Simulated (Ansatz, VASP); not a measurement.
## AlGa2Sb3: VASP beside Ansatz

Contents of INCAR:

```
SYSTEM = AlGa2Sb3
  PREC = Accurate
  ENCUT = 600
  EDIFF = 1E-6
  ISMEAR = 0
  SIGMA = 0.1
  LREAL = .FALSE.
  LASPH = .TRUE.
  NELM = 100
  ALGO = Normal
  ISIF = 3
  LWAVE = .FALSE.
  LCHARG = .FALSE.
  GGA = PE
  IBRION = 2
  NSW = 90
  EDIFFG = -0.04
```

File KPOINTS:

```
regular mesh
0
G
  6 6 4
  0 0 0
```

POSCAR

```
AlGa2Sb3
1.0
    5.1435751234      0.0000000000      0.0000000000
   -2.5717875617      4.4544667232      0.0000000000
    0.0000000000      0.0000000000      6.3779218092
Al Ga Sb
1 2 3
Direct
    0.0000000000      0.0000000000      0.0000000000
    0.6666666667      0.3333333333      0.2526162795
    0.6666666667      0.3333333333      0.7473837205
    0.0000000000      0.0000000000      0.5000000000
    0.3333333333      0.6666666667      0.0000000000
    0.3333333333      0.6666666667      0.5000000000
```

Input for Ansatz:

```yaml
crystal:
  lattice:
    - [5.1435751234, 0.0, 0.0]
    - [-2.5717875617, 4.4544667232, 0.0]
    - [0.0, 0.0, 6.3779218092]
  atoms:
    - { symbol: Al, position: [0.0, 0.0, 0.0] }
    - { symbol: Ga, position: [0.6666666667, 0.3333333333, 0.2526162795] }
    - { symbol: Ga, position: [0.6666666667, 0.3333333333, 0.7473837205] }
    - { symbol: Sb, position: [0.0, 0.0, 0.5] }
    - { symbol: Sb, position: [0.3333333333, 0.6666666667, 0.0] }
    - { symbol: Sb, position: [0.3333333333, 0.6666666667, 0.5] }
basis:
  ecutwfc: 420
kpoints:
  mp_grid: { grid: [6, 6, 4] }
hamiltonian:
  xc: pbe
scf:
  occupations: { method: gaussian, width: 0.1 }
  lower_state_search: "off"
output:
  forces: true
  stress: true
  eigenvalues: true
relax:
  adjacent_minimum: "off"
  f_tol: 0.04
  max_steps: 70
  cell: { stress_tol: 0.4 }
```

Change from the starting cell: species swapped into the Ce2CuGe3 type (P-6m2, No. 187).

Alike in both runs: task relaxation of cell and atoms; functional PBE; k mesh 6 × 6 × 4; occupations gaussian, width 0.1 eV; no spin polarisation.

|  | VASP | Ansatz |
| --- | --- | --- |
| version | VASP 6.6.1 | Ansatz 0.2.0 |
| potentials or method | VASP PAW PBE potentials, release 64 (Al, Ga_d, Sb), cutoff 600 eV | scalar-relativistic, plane waves, PAW |
| valence electrons in the cell | 44 | 74 |

```tsv
	VASP	Ansatz	Ansatz less VASP
gap on the k mesh at the Fermi level, each at its own relaxed structure (eV)	none	none	-
relaxed volume (Å³/atom)	24.26	24.31	+0.049
relaxed length of the cell vector where the two differ most in proportion (Å)	5.213	5.222	+0.0091
```

A gap of «none» marks a metal or a gap that the smearing closes. VASP's potentials hold 44 valence electrons a cell and Ansatz's 74, so a difference there can come from the potentials and not from the codes.

Neither program's run includes spin-orbit coupling. Noted on VASP's run: too few bands were computed for a metal, which touches its energy and stress.
